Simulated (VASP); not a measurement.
# Ir (Fm-3m) in VASP: further runs

Ir is run at these levels: r2SCAN; tasks: relaxation of cell and atoms, single point.

Program: VASP 6.6.1. These are calculated values, not measurements. Logs are shortened: lines on timing, memory, paths and dates and some standing lists are left out, and cuts for length are marked.

### 1 The cell of the first run

The structure is cubic, space group Fm-3m (No. 225). The conventional cell has a = 3.831 Å, b = 3.831 Å, c = 3.831 Å, α = 90.00°, β = 90.00°, γ = 90.00°. Ir (site symmetry m-3m) has 12 Ir at 2.71 Å within 3.6 Å.

### 2 Relaxation of cell and atoms, r2SCAN

POSCAR

```
Ir
1.0
    0.0000000000      1.9156000000      1.9156000000
    1.9156000000      0.0000000000      1.9156000000
    1.9156000000      1.9156000000      0.0000000000
Ir
1
Direct
    0.0000000000      0.0000000000      0.0000000000
```

INCAR.step1

```
PREC     = Accurate       # precision mode
ENCUT    = 600            # plane-wave cutoff, eV
ISMEAR   = 0              # smearing method
SIGMA    = 0.1            # smearing width, eV
LREAL    = False          # projectors in reciprocal space
LASPH    = True           # aspherical terms in the spheres
NELM     = 80             # most SCF steps
GGA      = PE             # functional
ALGO     = Normal         # electronic algorithm
EDIFF    = 1E-4           # SCF threshold, eV
LWAVE    = True           # write WAVECAR
LCHARG   = False          # write CHGCAR
```

INCAR.step2

```
PREC     = Accurate       # precision mode
ENCUT    = 600            # plane-wave cutoff, eV
EDIFF    = 1E-6           # SCF threshold, eV
ISMEAR   = 0              # smearing method
SIGMA    = 0.1            # smearing width, eV
LREAL    = False          # projectors in reciprocal space
LASPH    = True           # aspherical terms in the spheres
NELM     = 80             # most SCF steps
ALGO     = Normal         # electronic algorithm
ISIF     = 3              # what is computed and relaxed
LWAVE    = False          # write WAVECAR
LCHARG   = False          # write CHGCAR
METAGGA  = R2SCAN         # meta-GGA
LMIXTAU  = True         
IBRION   = 2              # ionic algorithm
NSW      = 100            # ionic steps
EDIFFG   = -0.005         # ionic threshold
ISTART   = 1
```

KPOINTS

```
Automatic mesh
0
Gamma
  18 18 18
```

Potentials or basis: VASP PAW PBE potentials, release 64 (Ir).

Launch:

```
cat potpaw_PBE.64/Ir/POTCAR > POTCAR
cp INCAR.step1 INCAR
mpirun -np 1 vasp_std > vasp.out
cp INCAR.step2 INCAR
mpirun -np 1 vasp_std > vasp.out
```

OUTCAR:

```text
PREC = Accurate
   ENCUT = 600
   EDIFF = 1E-6
   ISMEAR = 0
   LREAL = False
   LASPH = True
   NELM = 80
   ISIF = 3
   METAGGA = R2SCAN
   IBRION = 2
   NSW = 100
   EDIFFG = -0.005
   ISTART = 1

 ion  position               nearest neighbor table
   1  0.000  0.000  0.000-

  LATTYP: Found a face centered cubic cell.
 ALAT       =     3.8312000000

  Lattice vectors:

 A1 = (   0.0000000000,   1.9156000000,   1.9156000000)
 A2 = (   1.9156000000,   0.0000000000,   1.9156000000)
 A3 = (   1.9156000000,   1.9156000000,   0.0000000000)

Analysis of symmetry for initial positions (statically):
=====================================================================
 Subroutine PRICEL returns:
 Original cell was already a primitive cell.

 Routine SETGRP: Setting up the symmetry group for a
 face centered cubic supercell.

 Subroutine GETGRP returns: Found 48 space group operations
 (whereof 48 operations were pure point group operations)
 out of a pool of 48 trial point group operations.

The static configuration has the point symmetry O_h .

Analysis of symmetry for dynamics (positions and initial velocities):
=====================================================================
 Subroutine PRICEL returns:
 Original cell was already a primitive cell.

 Routine SETGRP: Setting up the symmetry group for a
 face centered cubic supercell.

 Subroutine GETGRP returns: Found 48 space group operations
 (whereof 48 operations were pure point group operations)
 out of a pool of 48 trial point group operations.

The dynamic configuration has the point symmetry O_h .

 Subroutine INISYM returns: Found 48 space group operations
 (whereof 48 operations are pure point group operations),
 and found     1 'primitive' translations

----------------------------------------------------------------------------------------

                                     Primitive cell

  volume of cell :      14.0587

  direct lattice vectors                    reciprocal lattice vectors
     0.000000000  1.915600000  1.915600000    -0.261014826  0.261014826  0.261014826
     1.915600000  0.000000000  1.915600000     0.261014826 -0.261014826  0.261014826
     1.915600000  1.915600000  0.000000000     0.261014826  0.261014826 -0.261014826

  length of vectors
     2.709067500  2.709067500  2.709067500     0.452090940  0.452090940  0.452090940

  position of ions in fractional coordinates (direct lattice)
     0.000000000  0.000000000  0.000000000

  ion indices of the primitive-cell ions
   primitive index   ion index
                 1           1

----------------------------------------------------------------------------------------

 KPOINTS: Automatic mesh

Automatic generation of k-mesh.
 Grid dimensions read from file:
 generate k-points for:   18   18   18

 Generating k-lattice:

  Cartesian coordinates                     Fractional coordinates (reciprocal lattice)
    -0.014500824  0.014500824  0.014500824     0.055555556  0.000000000  0.000000000
     0.014500824 -0.014500824  0.014500824     0.000000000  0.055555556  0.000000000
     0.014500824  0.014500824 -0.014500824     0.000000000  0.000000000  0.055555556

  Length of vectors
     0.025116163  0.025116163  0.025116163

  Shift w.r.t. Gamma in fractional coordinates (k-lattice)
     0.000000000  0.000000000  0.000000000

 Subroutine IBZKPT returns following result:
 ===========================================

 Found    195 irreducible k-points:

 Following reciprocal coordinates:
            Coordinates               Weight
  0.000000  0.000000  0.000000      1.000000
  0.055556  0.000000  0.000000      8.000000
  0.111111  0.000000  0.000000      8.000000
  0.166667  0.000000  0.000000      8.000000
  0.222222  0.000000  0.000000      8.000000
  0.277778  0.000000  0.000000      8.000000
[... 16 lines left out ...]
 -0.277778  0.055556  0.000000     24.000000
 -0.222222  0.055556  0.000000     24.000000
 [... further k-points ...]
   k-points           NKPTS =    195   k-points in BZ     NKDIM =    195   number of bands    NBANDS=      8
   number of dos      NEDOS =    301   number of ions     NIONS =      1
   total plane-waves  NPLWV =  13824
   dimension x,y,z NGX =    24 NGY =   24 NGZ =   24
   dimension x,y,z NGXF=    48 NGYF=   48 NGZF=   48
   ions per type =               1
   NGX,Y,Z   is equivalent  to a cutoff of  14.73, 14.73, 14.73 a.u.
   NGXF,Y,Z  is equivalent  to a cutoff of  29.46, 29.46, 29.46 a.u.
 SYSTEM =  unknown system
   PREC   = accura    normal or accurate (medium, high low for compatibility)
   ISTART =      1    job   : 0-new  1-cont  2-samecut
   ICHARG =      0    charge: 1-file 2-atom 10-const
   ISPIN  =      1    spin polarized calculation?
   LNONCOLLINEAR =      F non collinear calculations
   LSORBIT =      F    spin-orbit coupling
   LASPH  =      T    aspherical Exc in radial PAW
   ENCUT  =  600.0 eV  44.10 Ry    6.64 a.u.   5.41  5.41  5.41*2*pi/ulx,y,z
   NELM   =     80;   NELMIN=  2; NELMDL=  0     # of ELM steps
   EDIFF  = 0.1E-05   stopping-criterion for ELM
   LREAL  =      F    real-space projection
   EDIFFG = -.5E-02   stopping-criterion for IOM
   NSW    =    100    number of steps for IOM
   IBRION =      2    ionic relax: 0-MD 1-quasi-New 2-CG
   NFREE  =      1    steps in history (QN), initial steepest desc. (CG)
   ISIF   =      3    stress and relaxation
   ISYM   =      2    0-nonsym 1-usesym 2-fastsym
   POTIM  = 0.5000    time-step for ionic-motion
   TEBEG  =    0.0;   TEEND  =   0.0 temperature during run
   PSTRESS=    0.0 pullay stress
   NELECT =       9.0000    total number of electrons
   NUPDOWN=      -1.0000    fix difference up-down
   EMIN   =  10.00;   EMAX   =-10.00  energy-range for DOS
   EFERMI =   0.00;   METHOD = LEGACY
   ISMEAR =     0;   SIGMA  =   0.10  broadening in eV -4-tet -1-fermi 0-gaus
   EFERMI_NEDOS =   21; number of points for ismear=-14 and -15
   IALGO  =     38    algorithm
   IMIX   =      4    mixing-type and parameters
     AMIX     =   0.40;   BMIX     =  1.00
     AMIX_MAG =   1.60;   BMIX_MAG =  1.00
  volume/ion in A,a.u.               =      14.06        94.87
  Fermi-wavevector in a.u.,A,eV,Ry     =   1.410937  2.666284 27.085691  1.990742
  Thomas-Fermi vector in A             =   2.532839
   LORBIT       =      0    0 simple, 1 ext, 2 COOP (PROOUT), +10 PAW based schemes
   METAGGA = R2SCAN    functional components
   LHFCALC =     F    Hartree Fock is set to
   AEXX    =    0.0000 exact exchange contribution
   IVDW    =     0    specifies the selected vdW correction
   LEPSILON=     F    determine dielectric tensor
   LRPA    =     F    only Hartree local field effects (RPA)
 conjugate gradient relaxation of ions
 non-spin polarized calculation
 Gauss-broadening in eV      SIGMA  =   0.10
  energy-cutoff  :      600.00
  volume of cell :       14.06
 maximum number of plane-waves:       489
 NGX is ok and might be reduce to    24
   NGX = 11   NGY = 11   NGZ = 11

--------------------------------------- Ionic step        1  -------------------------------------------

 number of electron       9.0000000 magnetization

 Free energy of the ion-electron system (eV)
  ---------------------------------------------------
  ext. energy  EPLUGINS =         0.00000000
  ---------------------------------------------------
  free energy    TOTEN  =       -52.36551847 eV

  energy without entropy =      -52.36065474  energy(sigma->0) =      -52.36308660

------------------------ aborting loop because EDIFF is reached ----------------------------------------

  FORCE on cell =-STRESS in cart. coord.  units (eV):
  Direction    XX          YY          ZZ          XY          YZ          ZX
  --------------------------------------------------------------------------------------
  -------------------------------------------------------------------------------------
  Total        0.5795304      0.5795304      0.5795304      0.0000000      0.0000000      0.0000000
  in kB       66.0453611     66.0453611     66.0453611      0.0000000      0.0000000      0.0000000
  external PRESSURE =      66.0453611 kB  Pullay stress =       0.0000000 kB

 VOLUME and BASIS-vectors are now :
 -----------------------------------------------------------------------------
  energy-cutoff  :      600.00
  volume of cell :       14.06
      direct lattice vectors                 reciprocal lattice vectors
     0.000000000  1.915600000  1.915600000    -0.261014826  0.261014826  0.261014826
     1.915600000  0.000000000  1.915600000     0.261014826 -0.261014826  0.261014826
     1.915600000  1.915600000  0.000000000     0.261014826  0.261014826 -0.261014826

 POSITION                                       TOTAL-FORCE (eV/Angst)
 -----------------------------------------------------------------------------------
      0.00000      0.00000      0.00000         0.000000      0.000000      0.000000
 -----------------------------------------------------------------------------------
    total drift:                                0.000000     -0.000000     -0.000000

  FREE ENERGIE OF THE ION-ELECTRON SYSTEM (eV)
  ---------------------------------------------------
  free  energy   TOTEN  =       -52.3655184655 eV

  energy  without entropy=      -52.3606547383  energy(sigma->0) =      -52.36308660

--------------------------------------- Ionic step        2  -------------------------------------------

 number of electron       9.0000000 magnetization

 E-fermi :   8.9262     XC(G=0): -14.8011

 val. band max:        8.9146074132   @ k =  -0.3333   0.2778   0.0556
 cond. band min:       8.9354677032   @ k =   0.3333   0.1111   0.0000
 fundamental gap:      0.0208602900
 Fermi energy:         8.9262404577

 k-point     1 :       0.0000    0.0000    0.0000
  band No.  band energies     occupation
      1      -1.8021      2.00000
      2       5.3409      2.00000
      3       5.3409      2.00000
      4       5.3409      2.00000
      5       7.7281      2.00000
      6       7.7281      2.00000
      7      24.1335      0.00000
      8      29.5293      0.00000

 k-point     2 :       0.0556    0.0000    0.0000
  band No.  band energies     occupation
      1      -1.6694      2.00000
      2       5.2729      2.00000
      3       5.3971      2.00000
      4       5.3971      2.00000
      5       7.6944      2.00000
      6       7.6944      2.00000
      7      24.3503      0.00000
      8      28.8110      0.00000
[... 299 lines left out ...]
 POSITION                                       TOTAL-FORCE (eV/Angst)
 -----------------------------------------------------------------------------------
      0.00000      0.00000      0.00000        -0.000000     -0.000000     -0.000000
 -----------------------------------------------------------------------------------
    total drift:                               -0.000000     -0.000000     -0.000000

  FREE ENERGIE OF THE ION-ELECTRON SYSTEM (eV)
  ---------------------------------------------------
  free  energy   TOTEN  =       -52.3702779186 eV

  energy  without entropy=      -52.3652272647  energy(sigma->0) =      -52.36775259

--------------------------------------- Ionic step        4  -------------------------------------------

 number of electron       9.0000000 magnetization

 Free energy of the ion-electron system (eV)
  ---------------------------------------------------
  ext. energy  EPLUGINS =         0.00000000
  ---------------------------------------------------
  free energy    TOTEN  =       -52.37028204 eV

  energy without entropy =      -52.36523647  energy(sigma->0) =      -52.36775925

 E-fermi :  10.0398     XC(G=0): -15.2561

 val. band max:       10.0281915708   @ k =   0.3333   0.1111   0.0556
 cond. band min:      10.0429410854   @ k =   0.5000   0.2222   0.1111
 fundamental gap:      0.0147495146
 Fermi energy:        10.0397598027

 k-point     1 :       0.0000    0.0000    0.0000
  band No.  band energies     occupation
      1      -1.4187      2.00000
      2       6.0597      2.00000
      3       6.0597      2.00000
      4       6.0597      2.00000
      5       8.7249      2.00000
      6       8.7249      2.00000
      7      25.1188      0.00000
      8      30.9188      0.00000

 k-point     2 :       0.0556    0.0000    0.0000
  band No.  band energies     occupation
      1      -1.2765      2.00000
      2       5.9832      2.00000
      3       6.1214      2.00000
      4       6.1214      2.00000
      5       8.6857      2.00000
      6       8.6857      2.00000
      7      25.3611      0.00000
      8      30.1794      0.00000
[... 264 lines left out ...]
 POSITION                                       TOTAL-FORCE (eV/Angst)
 -----------------------------------------------------------------------------------
      0.00000      0.00000      0.00000        -0.000000      0.000000      0.000000
 -----------------------------------------------------------------------------------
    total drift:                               -0.000000     -0.000000     -0.000000

  FREE ENERGIE OF THE ION-ELECTRON SYSTEM (eV)
  ---------------------------------------------------
  free  energy   TOTEN  =       -52.3702820398 eV

  energy  without entropy=      -52.3652364679  energy(sigma->0) =      -52.36775925

 reached required accuracy - stopping structural energy minimisation
```

It took 14 min on 1 thread of AMD EPYC 7R13, shared host; peak memory 0.15 GiB.

What came out:

```yaml
Free_energy: -52.3703 eV
Relaxed_volume: 14.30 Å³/atom
Relaxed_cell: a = 2.724 Å, b = 2.724 Å, c = 2.724 Å, α = 60.00°, β = 60.00°, γ = 60.00°
Space_group_after_relaxing_to_0.05_Å: Fm-3m (No. 225)
Energy_gained_by_relaxing: 4.8 meV/atom
Ionic_steps: 4
Pressure_after_relaxing: 0.0 GPa
```

Step by step:
| step | energy change (eV) | largest force (eV/Å) | pressure (GPa) | volume (Å³) |
| --- | --- | --- | --- | --- |
| 1 | 0.0000 | 0.0000 | 6.60 | 14.06 |
| 2 | 0.0639 | 0.0000 | -21.01 | 15.27 |
| 3 | -0.0048 | 0.0000 | -0.17 | 14.30 |
| 4 | -0.0048 | 0.0000 | 0.00 | 14.30 |

Final structure:
```
Ir
1.0
     0.00000    1.92632    1.92632
     1.92632    0.00000    1.92632
     1.92632    1.92632    0.00000
Ir
1
Direct
  0.00000 0.00000 0.00000
```

Caveat: the PAW data sets were made with another functional, which shifts forces and pressure a little; spin-orbit coupling is left out, which moves the levels of the heavy elements.

### 3 Single point, r2SCAN

POSCAR is that of step 2.

INCAR.step1

```
SYSTEM = Ir
ALGO     = Normal         ! electronic algorithm
EDIFF    = 1E-5           ! SCF threshold, eV
ENCUT    = 550            ! plane-wave cutoff, eV
GGA      = PE             ! functional
GGA_COMPAT= .FALSE.      
ISMEAR   = 0              ! smearing method
LASPH    = .TRUE.         ! aspherical terms in the spheres
LCHARG   = .FALSE.        ! write CHGCAR
LREAL    = .FALSE.        ! projectors in reciprocal space
LWAVE    = .TRUE.         ! write WAVECAR
NBANDS   = 10             ! bands
NELM     = 120            ! most SCF steps
PREC     = Accurate       ! precision mode
SIGMA    = 0.1            ! smearing width, eV
```

INCAR.step2

```
SYSTEM = Ir
ALGO     = Normal         ! electronic algorithm
EDIFF    = 1E-6           ! SCF threshold, eV
ENCUT    = 550            ! plane-wave cutoff, eV
GGA_COMPAT= .FALSE.      
ISIF     = 2              ! what is computed and relaxed
ISMEAR   = 0              ! smearing method
ISTART   = 1            
LASPH    = .TRUE.         ! aspherical terms in the spheres
LCHARG   = .FALSE.        ! write CHGCAR
LMIXTAU  = .TRUE.       
LREAL    = .FALSE.        ! projectors in reciprocal space
LWAVE    = .FALSE.        ! write WAVECAR
METAGGA  = R2SCAN         ! meta-GGA
NBANDS   = 10             ! bands
NELM     = 120            ! most SCF steps
PREC     = Accurate       ! precision mode
SIGMA    = 0.1            ! smearing width, eV
```

KPOINTS

```
k-points
0
G
  8 8 8
  0 0 0
```

Potentials or basis: VASP PAW PBE potentials, release 64 (Ir).

Launch:

```
cat potpaw_PBE.64/Ir/POTCAR > POTCAR
cp INCAR.step1 INCAR
mpirun -np 1 vasp_std > vasp.out
cp INCAR.step2 INCAR
mpirun -np 1 vasp_std > vasp.out
```

It took 64 s on 1 thread of AMD EPYC 7R13, shared host; peak memory 0.12 GiB.

The run converged. Its results:

| Item | Value |
| --- | --- |
| Free energy | -52.2927 eV |
| Pressure | 8.1 GPa |

Levels at points of the mesh, in eV from the Fermi level:
```csv
k point,band 1,band 2,band 3,band 4,band 5,band 6,band 7,band 8
"(0.00, 0.00, 0.00)",-11.68,-4.11,-4.11,-4.11,-1.38,-1.38,14.99,20.91
"(0.50, 0.00, 0.00)",-8.56,-4.27,-4.27,-0.80,0.87,0.87,7.66,14.63
"(0.50, 0.50, 0.00)",-8.36,-7.78,0.77,1.52,1.52,1.70,11.09,12.29
```

Caveat: the PAW data sets were made with another functional, which shifts forces and pressure a little; spin-orbit coupling is left out, which moves the levels of the heavy elements.
